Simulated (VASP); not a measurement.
AlGa3N4: single point with PBEsol

Crystal: AlGa3N4.

```
Al Ga N
1.0
     5.14235    0.00000    0.00012
     0.00000    3.16498    0.00000
    -0.00359    0.00000    5.47849
Al Ga N
1 3 4
Direct
  0.00060 0.50000 0.66736
  0.49912 0.50000 0.33492
  0.49903 0.00000 0.83156
  0.99986 0.00000 0.16618
  0.09593 0.50000 0.35600
  0.09391 0.00000 0.84228
  0.59671 0.00000 0.18212
  0.60750 0.50000 0.68320
```

This cell differs from its parent crystal: all N atoms moved +0.150 Å, as atom 5 towards its neighbour atom 8 (N) at 3.087 Å.

```
Program             : VASP 6.6.1
Task                : single point
Functional          : PBEsol
Potentials or basis : VASP PAW PBE potentials, release 64 (Al, Ga_d, N)
Cutoff              : 520 eV
k mesh              : 6 × 8 × 6
Occupations         : gaussian, width 0.05 eV
Spin                : no spin polarisation
```

```
Pressure               : 2.2 GPa
Largest force          : 2.338 eV/Å
Band gap on the k mesh : 2.21 eV, direct
```

Forces in eV/Å, atoms in the order of the input:
```
Al  -1.341  0.000  1.915
Ga  -1.095  0.000  1.216
Ga  -1.067  0.000  1.247
Ga  -1.011  0.000  1.522
N    1.154  0.000 -1.894
N    1.037  0.000 -1.532
N    1.092  0.000 -1.268
N    1.231  0.000 -1.206
```

Stress tensor (GPa, compression positive):
```
-5.48  0.00 -3.34
 0.00  5.53  0.00
-3.34  0.00  6.59
```

Levels at points of the mesh, in eV from the valence-band top:
| k point | band 29 | band 30 | band 31 | band 32 | band 33 | band 34 |
| --- | --- | --- | --- | --- | --- | --- |
| (0.00, 0.00, 0.00) | -0.36 | -0.23 | 0.00 | 2.21 | 4.29 | 4.90 |
| (0.50, 0.00, 0.00) | -0.89 | -0.74 | -0.40 | 4.20 | 4.36 | 4.41 |
| (0.00, 0.50, 0.00) | -2.53 | -1.71 | -1.64 | 5.75 | 5.79 | 6.65 |
| (0.50, 0.50, 0.00) | -1.45 | -1.37 | -1.35 | 5.41 | 5.59 | 5.87 |
| (0.00, 0.00, 0.50) | -0.72 | -0.62 | -0.49 | 4.39 | 4.49 | 5.81 |
| (0.50, 0.00, 0.50) | -1.63 | -1.63 | -1.25 | 5.13 | 5.25 | 5.37 |
| (0.00, 0.50, 0.50) | -2.00 | -1.43 | -1.29 | 4.53 | 4.98 | 5.51 |
| (0.50, 0.50, 0.50) | -1.68 | -1.59 | -1.53 | 4.18 | 4.35 | 4.37 |

It took 5.2 min on 1 thread of Oxide Virtual Turin-like Processor, on a shared host, peak memory 0.36 GiB.

Caveat: the cell differs from its parent crystal (all N atoms moved +0.150 Å, as atom 5 towards its neighbour atom 8 (N) at 3.087 Å); the PAW data sets were made with another functional, which shifts forces and pressure a little.
